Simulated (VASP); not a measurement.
Runs of VASP 6.6.1 on NbH2. The structure is that of space group Fm-3m (No. 225), or close to it. The cells are those of the table. 

| task | cell | cutoff (eV) | gap on the mesh (eV) | pressure (GPa) |
| --- | --- | --- | --- | --- |
| relaxation of cell and atoms | relaxed to 3 GPa from a = 3.197 Å, angles 60.0°, 3 atoms | 600 | none | 3.0 |
| single point | a = 3.175 Å, angles 60.0°, 3 atoms | 520 | none | 3.5 |
| single point | a = 3.218 Å, angles 60.0°, 3 atoms | 520 | none | -4.0 |
| single point | a = 3.180 Å, angles 60.0°, 3 atoms | 520 | none | (a) |

Alike in all rows: level PBEsol; potentials or basis VASP PAW PBE potentials, release 64 (Nb_sv, H); no spin polarisation; k mesh 16 × 16 × 16; smearing fermi-dirac 0.15 eV.

Question: Estimate the missing entries.

Answer: (a) 2.5.

Caveats: the PAW data sets were made with another functional, which shifts forces and pressure a little; the cell is relaxed towards a set pressure, so the run minimises the enthalpy, not the energy (at least some runs); the cell stands under pressure (at least some runs); the cell stands under tension (at least some runs).

A k mesh can miss the band edges, and the runs leave out spin-orbit coupling on Nb.

A gap of «none» marks levels without a gap at the run's occupations.
